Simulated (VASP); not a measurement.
# Pd (Pm-3m) in VASP: further runs

The runs below take Pd through single point, with PBE.

Program: VASP 6.6.1. These are calculated values, not measurements. Logs are shortened: lines on timing, memory, paths and dates and some standing lists are left out, and cuts for length are marked.

## (1) The cell of the first run

It takes space group Pm-3m (No. 221, cubic). Conventional cell: a = 2.613 Å, b = 2.613 Å, c = 2.613 Å, α = 90.00°, β = 90.00°, γ = 90.00°. Pd (site symmetry m-3m) has 6 Pd at 2.61 Å within 3.4 Å.

## (2) Single point, PBE, collinear spin, antiferromagnetic start

File INCAR:

```
SYSTEM = Pd
PREC = Accurate
ENCUT = 520
EDIFF = 1E-6
ISMEAR = -1
SIGMA = 0.05
LREAL = .FALSE.
LASPH = .TRUE.
NELM = 150
ALGO = Normal
ISIF = 2
LWAVE = .FALSE.
LCHARG = .FALSE.
ISPIN = 2
MAGMOM = 0.5 -0.5
LORBIT = 11
LMAXMIX = 4
GGA = PE
NBANDS = 21
```

File KPOINTS:

```
Automatic mesh
0
G
  12 12 12
  0 0 0
```

File POSCAR:

```
Pd
1.0
    0.0000000000      2.6130399928      2.6130399928
    2.6130399928      0.0000000000      2.6130399928
    2.6130399928      2.6130399928      0.0000000000
Pd
2
Direct
    0.0000000000      0.0000000000      0.0000000000
    0.5000000000      0.5000000000      0.5000000000
```

Potentials or basis: VASP PAW PBE potentials, release 64 (Pd).

Command:

```
cat potpaw_PBE.64/Pd/POTCAR > POTCAR
mpirun -np 1 vasp_std > vasp.out
```

OUTCAR:

```text
SYSTEM = Pd
   PREC = Accurate
   ENCUT = 520
   EDIFF = 1E-6
   ISMEAR = -1
   LREAL = .FALSE.
   LASPH = .TRUE.
   NELM = 150
   ISIF = 2
   ISPIN = 2
   LORBIT = 11
   GGA = PE

 ion  position               nearest neighbor table
   1  0.000  0.000  0.000-   2 2.61   2 2.61   2 2.61   2 2.61   2 2.61   2 2.61
   2  0.500  0.500  0.500-   1 2.61   1 2.61   1 2.61   1 2.61   1 2.61   1 2.61

  LATTYP: Found a face centered cubic cell.
 ALAT       =     5.2260799856

  Lattice vectors:

 A1 = (   0.0000000000,   2.6130399928,   2.6130399928)
 A2 = (   2.6130399928,   0.0000000000,   2.6130399928)
 A3 = (   2.6130399928,   2.6130399928,   0.0000000000)

Analysis of symmetry for initial positions (statically):
=====================================================================
 Subroutine PRICEL returns following result:

  LATTYP: Found a simple cubic cell.
 ALAT       =     2.6130399928

  Lattice vectors:

 A1 = (  -2.6130399928,   0.0000000000,   0.0000000000)
 A2 = (   0.0000000000,   0.0000000000,   2.6130399928)
 A3 = (   0.0000000000,   2.6130399928,   0.0000000000)

   2 primitive cells build up your supercell.

 Routine SETGRP: Setting up the symmetry group for a
 face centered cubic supercell.

 Subroutine GETGRP returns: Found 48 space group operations
 (whereof 48 operations were pure point group operations)
 out of a pool of 48 trial point group operations.

The static configuration has the point symmetry O_h .

Analysis of symmetry for dynamics (positions and initial velocities):
=====================================================================
 Subroutine PRICEL returns following result:

  LATTYP: Found a simple cubic cell.
 ALAT       =     2.6130399928

  Lattice vectors:

 A1 = (  -2.6130399928,   0.0000000000,   0.0000000000)
 A2 = (   0.0000000000,   0.0000000000,   2.6130399928)
 A3 = (   0.0000000000,   2.6130399928,   0.0000000000)

   2 primitive cells build up your supercell.

 Routine SETGRP: Setting up the symmetry group for a
 face centered cubic supercell.

 Subroutine GETGRP returns: Found 48 space group operations
 (whereof 48 operations were pure point group operations)
 out of a pool of 48 trial point group operations.

The dynamic configuration has the point symmetry O_h .

Analysis of structural, dynamic, and magnetic symmetry:
=====================================================================
 Subroutine PRICEL returns following result:

  LATTYP: Found a simple cubic cell.
 ALAT       =     2.6130399928

  Lattice vectors:

 A1 = (  -2.6130399928,   0.0000000000,   0.0000000000)
 A2 = (   0.0000000000,   0.0000000000,   2.6130399928)
 A3 = (   0.0000000000,   2.6130399928,   0.0000000000)

   2 primitive cells build up your supercell.

 Routine SETGRP: Setting up the symmetry group for a
 face centered cubic supercell.

 Subroutine GETGRP returns: Found 48 space group operations
 (whereof 48 operations were pure point group operations)
 out of a pool of 48 trial point group operations.

The overall configuration has the point symmetry O_h .

 Subroutine INISYM returns: Found 48 space group operations
 (whereof 48 operations are pure point group operations),
 and found     2 'primitive' translations

----------------------------------------------------------------------------------------

                                     Primitive cell

  volume of cell :      17.8418

  direct lattice vectors                    reciprocal lattice vectors
    -2.613039993  0.000000000  0.000000000    -0.382696018  0.000000000  0.000000000
     0.000000000  0.000000000  2.613039993     0.000000000  0.000000000  0.382696018
     0.000000000  2.613039993  0.000000000     0.000000000  0.382696018  0.000000000

  length of vectors
     2.613039993  2.613039993  2.613039993     0.382696018  0.382696018  0.382696018

  position of ions in fractional coordinates (direct lattice)
     0.000000000  0.000000000  0.000000000

  ion indices of the primitive-cell ions
   primitive index   ion index
                 1           1

----------------------------------------------------------------------------------------

 KPOINTS: Automatic mesh

Automatic generation of k-mesh.
 Grid dimensions read from file:
 generate k-points for:   12   12   12

 Generating k-lattice:

  Cartesian coordinates                     Fractional coordinates (reciprocal lattice)
    -0.015945667  0.015945667  0.015945667     0.083333333  0.000000000  0.000000000
     0.015945667 -0.015945667  0.015945667     0.000000000  0.083333333  0.000000000
     0.015945667  0.015945667 -0.015945667     0.000000000  0.000000000  0.083333333

  Length of vectors
     0.027618706  0.027618706  0.027618706

  Shift w.r.t. Gamma in fractional coordinates (k-lattice)
     0.000000000  0.000000000  0.000000000

 Subroutine IBZKPT returns following result:
 ===========================================

 Found     72 irreducible k-points:

 Following reciprocal coordinates:
            Coordinates               Weight
  0.000000  0.000000  0.000000      1.000000
  0.083333  0.000000  0.000000      8.000000
  0.166667  0.000000  0.000000      8.000000
  0.250000  0.000000  0.000000      8.000000
  0.333333  0.000000  0.000000      8.000000
  0.416667  0.000000  0.000000      8.000000
[... 16 lines left out ...]
  0.500000  0.166667  0.000000     24.000000
 -0.416667  0.166667  0.000000     24.000000
 [... further k-points ...]
   k-points           NKPTS =     72   k-points in BZ     NKDIM =     72   number of bands    NBANDS=     21
   number of dos      NEDOS =    301   number of ions     NIONS =      2
   total plane-waves  NPLWV =  21952
   dimension x,y,z NGX =    28 NGY =   28 NGZ =   28
   dimension x,y,z NGXF=    56 NGYF=   56 NGZF=   56
   ions per type =               2
   NGX,Y,Z   is equivalent  to a cutoff of  12.60, 12.60, 12.60 a.u.
   NGXF,Y,Z  is equivalent  to a cutoff of  25.19, 25.19, 25.19 a.u.
 SYSTEM =  Pd
   PREC   = accura    normal or accurate (medium, high low for compatibility)
   ISTART =      0    job   : 0-new  1-cont  2-samecut
   ICHARG =      2    charge: 1-file 2-atom 10-const
   ISPIN  =      2    spin polarized calculation?
   LNONCOLLINEAR =      F non collinear calculations
   LSORBIT =      F    spin-orbit coupling
   LASPH  =      T    aspherical Exc in radial PAW
   ENCUT  =  520.0 eV  38.22 Ry    6.18 a.u.   6.87  6.87  6.87*2*pi/ulx,y,z
   NELM   =    150;   NELMIN=  2; NELMDL= -5     # of ELM steps
   EDIFF  = 0.1E-05   stopping-criterion for ELM
   LREAL  =      F    real-space projection
   EDIFFG = 0.1E-04   stopping-criterion for IOM
   NSW    =      0    number of steps for IOM
   IBRION =     -1    ionic relax: 0-MD 1-quasi-New 2-CG
   NFREE  =      0    steps in history (QN), initial steepest desc. (CG)
   ISIF   =      2    stress and relaxation
   ISYM   =      2    0-nonsym 1-usesym 2-fastsym
   POTIM  = 0.5000    time-step for ionic-motion
   TEBEG  =    0.0;   TEEND  =   0.0 temperature during run
   PSTRESS=    0.0 pullay stress
   NELECT =      20.0000    total number of electrons
   NUPDOWN=      -1.0000    fix difference up-down
   EMIN   =  10.00;   EMAX   =-10.00  energy-range for DOS
   EFERMI =   0.00;   METHOD = LEGACY
   ISMEAR =    -1;   SIGMA  =   0.05  broadening in eV -4-tet -1-fermi 0-gaus
   EFERMI_NEDOS =   21; number of points for ismear=-14 and -15
   IALGO  =     38    algorithm
   IMIX   =      4    mixing-type and parameters
     AMIX     =   0.40;   BMIX     =  1.00
     AMIX_MAG =   1.60;   BMIX_MAG =  1.00
  volume/ion in A,a.u.               =      17.84       120.40
  Fermi-wavevector in a.u.,A,eV,Ry     =   1.349777  2.550709 24.788436  1.821899
  Thomas-Fermi vector in A             =   2.477336
   LORBIT       =     11    0 simple, 1 ext, 2 COOP (PROOUT), +10 PAW based schemes
   GGA     = PE    functional components
   LHFCALC =     F    Hartree Fock is set to
   AEXX    =    0.0000 exact exchange contribution
   IVDW    =     0    specifies the selected vdW correction
   LEPSILON=     F    determine dielectric tensor
   LRPA    =     F    only Hartree local field effects (RPA)
 spin polarized calculation
  energy-cutoff  :      520.00
  volume of cell :       35.68
 maximum number of plane-waves:       982
   NGX = 13   NGY = 13   NGZ = 13

 number of electron      19.9999991 magnetization      -0.0000000

 number of electron      19.9999991 magnetization       0.0000000

 Free energy of the ion-electron system (eV)
  ---------------------------------------------------
  ext. energy  EPLUGINS =         0.00000000
  ---------------------------------------------------
  free energy    TOTEN  =        -9.43571940 eV

  energy without entropy =       -9.40857245  energy(sigma->0) =       -9.42214592

 E-fermi :   7.1565     XC(G=0): -11.8987

 val. band max:        7.1405572561   @ k =   0.2500   0.0000   0.0000
 cond. band min:       7.1574747144   @ k =  -0.2500   0.0833   0.0000
 fundamental gap:      0.0169174583
 Fermi energy:         7.1565092048

 spin component 1

 k-point     1 :       0.0000    0.0000    0.0000
  band No.  band energies     occupation
      1       1.2446      1.00000
      2       2.7061      1.00000
      3       2.7061      1.00000
      4       3.3572      1.00000
      5       3.3572      1.00000
      6       3.3572      1.00000
[... 13 lines left out ...]
     20      24.7887      0.00000
     21      24.7887      0.00000

 k-point     2 :       0.0833    0.0000    0.0000
  band No.  band energies     occupation
      1       1.3809      1.00000
      2       2.7694      1.00000
      3       2.7694      1.00000
      4       3.3692      1.00000
      5       3.4228      1.00000
      6       3.4228      1.00000
[... 13 lines left out ...]
     20      24.9336      0.00000
     21      25.3345      0.00000
[... 487 lines left out ...]
      5       4.6714      1.00000
      6       5.3272      1.00000
[... 13 lines left out ...]
     20      28.9501      0.00000
     21      30.1334      0.00000

 k-point    24 :      -0.4167    0.1667    0.0000
  band No.  band energies     occupation
      1       3.6491      1.00000
      2       3.9012      1.00000
      3       3.9395      1.00000
      4       4.4177      1.00000
      5       4.9362      1.00000
      6       5.0474      1.00000
[... 13 lines left out ...]
     20      27.8192      0.00000
     21      28.2471      0.00000

 [... further k-points ...]

 spin component 2

 k-point     1 :       0.0000    0.0000    0.0000
  band No.  band energies     occupation
      1       1.2446      1.00000
      2       2.7061      1.00000
      3       2.7061      1.00000
      4       3.3572      1.00000
      5       3.3572      1.00000
      6       3.3572      1.00000
[... 13 lines left out ...]
     20      24.7887      0.00000
     21      24.7887      0.00000

 k-point     2 :       0.0833    0.0000    0.0000
  band No.  band energies     occupation
      1       1.3809      1.00000
      2       2.7694      1.00000
      3       2.7694      1.00000
      4       3.3692      1.00000
      5       3.4228      1.00000
      6       3.4228      1.00000
[... 13 lines left out ...]
     20      24.9336      0.00000
     21      25.3345      0.00000
[... 487 lines left out ...]
      5       4.6714      1.00000
      6       5.3272      1.00000
[... 13 lines left out ...]
     20      28.9501      0.00000
     21      30.1334      0.00000

 k-point    24 :      -0.4167    0.1667    0.0000
  band No.  band energies     occupation
      1       3.6491      1.00000
      2       3.9012      1.00000
      3       3.9395      1.00000
      4       4.4177      1.00000
      5       4.9362      1.00000
      6       5.0474      1.00000
[... 13 lines left out ...]
     20      27.8192      0.00000
     21      28.2471      0.00000

 [... further k-points ...]

------------------------ aborting loop because EDIFF is reached ----------------------------------------

  FORCE on cell =-STRESS in cart. coord.  units (eV):
  Direction    XX          YY          ZZ          XY          YZ          ZX
  --------------------------------------------------------------------------------------
  -------------------------------------------------------------------------------------
  Total       -0.0225697     -0.0225697     -0.0225697     -0.0000000     -0.0000000      0.0000000
  in kB       -1.0133690     -1.0133690     -1.0133690     -0.0000000     -0.0000000      0.0000000
  external PRESSURE =      -1.0133690 kB  Pullay stress =       0.0000000 kB

 VOLUME and BASIS-vectors are now :
 -----------------------------------------------------------------------------
  energy-cutoff  :      520.00
  volume of cell :       35.68
      direct lattice vectors                 reciprocal lattice vectors
     0.000000000  2.613039993  2.613039993    -0.191348009  0.191348009  0.191348009
     2.613039993  0.000000000  2.613039993     0.191348009 -0.191348009  0.191348009
     2.613039993  2.613039993  0.000000000     0.191348009  0.191348009 -0.191348009

 POSITION                                       TOTAL-FORCE (eV/Angst)
 -----------------------------------------------------------------------------------
      0.00000      0.00000      0.00000        -0.000000      0.000000      0.000000
      2.61304      2.61304      2.61304         0.000000     -0.000000     -0.000000
 -----------------------------------------------------------------------------------
    total drift:                                0.000000      0.000000      0.000000

  FREE ENERGIE OF THE ION-ELECTRON SYSTEM (eV)
  ---------------------------------------------------
  free  energy   TOTEN  =        -9.4357193957 eV

  energy  without entropy=       -9.4085724519  energy(sigma->0) =       -9.42214592

 total charge

# of ion       s       p       d       tot
------------------------------------------
    1        0.485   0.330   8.526   9.341
    2        0.485   0.330   8.526   9.341
--------------------------------------------------
tot          0.970   0.660  17.053  18.682

 magnetization (x)

# of ion       s       p       d       tot
------------------------------------------
    1        0.000  -0.000  -0.000  -0.000
    2       -0.000   0.000   0.000   0.000
--------------------------------------------------
tot          0.000   0.000   0.000   0.000
```

Wall time 62 s (1 thread of AMD EPYC 9R45 (Zen 5), shared host); peak memory 0.19 GiB.

What came out:

```
Free energy                                           : -9.4357 eV
Pressure                                              : -0.1 GPa
Band gap on the k mesh                                : zero (filled and empty bands overlap)
Net moment                                            : 0.00 μB per cell
Valence electrons inside the program's atomic spheres : Pd 9.34
```

## (3) Single point, PBE, collinear spin, antiferromagnetic start (volume scaled by 1.04)

File INCAR:

```
SYSTEM = Pd
ALGO = Normal
EDIFF = 1E-7
ENCUT = 520
GGA = PE
ISIF = 2
ISMEAR = -1
ISPIN = 2
LASPH = .TRUE.
LCHARG = .FALSE.
LMAXMIX = 4
LORBIT = 11
LREAL = .FALSE.
LWAVE = .FALSE.
MAGMOM = 0.5 -0.5
NBANDS = 21
NELM = 150
PREC = Accurate
SIGMA = 0.05
```

File KPOINTS:

```
k-points
0
G
  12 12 12
  0 0 0
```

File POSCAR:

```
Pd
1.0
    0.0000000000      2.6474260412      2.6474260412
    2.6474260412      0.0000000000      2.6474260412
    2.6474260412      2.6474260412      0.0000000000
Pd
2
Direct
    0.0000000000      0.0000000000      0.0000000000
    0.5000000000      0.5000000000      0.5000000000
```

Potentials or basis: VASP PAW PBE potentials, release 64 (Pd).

Command:

```
cat potpaw_PBE.64/Pd/POTCAR > POTCAR
mpirun -np 1 vasp_std > vasp.out
```

It took 57 s on 1 thread of AMD EPYC 9R45 (Zen 5), shared host; peak memory 0.19 GiB.

It converged, with:

```
Free energy                                           : -9.4158 eV
Pressure                                              : -4.3 GPa
Band gap on the k mesh                                : zero (filled and empty bands overlap)
Net moment                                            : 0.00 μB per cell
Valence electrons inside the program's atomic spheres : Pd 9.28
```

Levels at points of the mesh, in eV from the Fermi level:
Spin up:
| k point | band 7 | band 8 | band 9 | band 10 | band 11 | band 12 | band 13 | band 14 |
| --- | --- | --- | --- | --- | --- | --- | --- | --- |
| (0.00, 0.00, 0.00) | 0.00 | 0.00 | 0.00 | 1.13 | 1.13 | 10.84 | 10.84 | 10.84 |
| (0.50, 0.00, 0.00) | -1.50 | -1.50 | -1.50 | -1.50 | 0.62 | 0.62 | 12.74 | 12.74 |
| (0.50, 0.50, 0.00) | -1.16 | -1.16 | 0.13 | 0.56 | 1.05 | 4.60 | 5.48 | 5.48 |
Spin down:
```tsv
k point	band 8	band 9	band 10	band 11	band 12	band 13
(0.00, 0.00, 0.00)	0.00	0.00	1.13	1.13	10.84	10.84
(0.50, 0.00, 0.00)	-1.50	-1.50	-1.50	0.62	0.62	12.74
(0.50, 0.50, 0.00)	-1.16	0.13	0.56	1.05	4.60	5.48
```
